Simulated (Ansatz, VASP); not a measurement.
## Li2H: VASP beside Ansatz

INCAR

```
SYSTEM = Li2H
PREC = Accurate
ENCUT = 600
EDIFF = 1E-7
ISMEAR = 0
SIGMA = 0.1
LREAL = .False.
LASPH = .True.
NELM = 80
ALGO = Normal
ISIF = 3
LWAVE = .False.
LCHARG = .False.
GGA = PE
IBRION = 2
NSW = 100
EDIFFG = -0.01
```

Contents of KPOINTS:

```
Automatic mesh
0
Gamma
  18 18 10
  0 0 0
```

File POSCAR:

```
Li2H
1.0
    2.5620425395      0.0000000000      0.0000000000
    0.0000000000      2.5620425395      0.0000000000
    0.0000000000      0.0000000000      5.1519287765
Li H
2 1
Direct
    0.5000000000      0.5000000000      0.2621152238
    0.5000000000      0.5000000000      0.7378847762
    0.0000000000      0.0000000000      0.5000000000
```

Input for Ansatz:

```yaml
crystal:
  lattice:
    - [2.5620425395, 0.0, 0.0]
    - [0.0, 2.5620425395, 0.0]
    - [0.0, 0.0, 5.1519287765]
  atoms:
    - { symbol: Li, position: [0.5, 0.5, 0.2621152238] }
    - { symbol: Li, position: [0.5, 0.5, 0.7378847762] }
    - { symbol: H, position: [0.0, 0.0, 0.5] }
basis:
  ecutwfc: 420
kpoints:
  mp_grid: { grid: [18, 18, 10] }
hamiltonian:
  xc: pbe
scf:
  occupations: { method: gaussian, width: 0.1 }
output:
  forces: true
  stress: true
  eigenvalues: true
relax:
  adjacent_minimum: "off"
  f_tol: 0.01
  max_steps: 80
  cell: { stress_tol: 0.05 }
```

Alike in both runs: task relaxation of cell and atoms; functional PBE; k mesh 18 × 18 × 10; occupations gaussian, width 0.1 eV; no spin polarisation.

```csv
,VASP,Ansatz
version,VASP 6.6.1,Ansatz 0.2.0
potentials or method,"VASP PAW PBE potentials, release 64 (Li_sv, H), cutoff 600 eV","scalar-relativistic, plane waves, PAW"
valence electrons in the cell,7,7
```

Ansatz gave:

* gap on the k mesh at the Fermi level, each at its own relaxed structure (eV): none
* relaxed volume (Å³/atom): 11.23
* relaxed cell length with the largest relative difference (Å): 2.556

Question: Which values does VASP return?

Answer: gap on the k mesh at the Fermi level, each at its own relaxed structure (eV): none; relaxed volume (Å³/atom): 11.16; relaxed cell length with the largest relative difference (Å): 2.550.

A gap of «none» marks a metal or a gap that the smearing closes.

Noted on VASP's run: the cutoff is short for stress, so the pressure is rough.
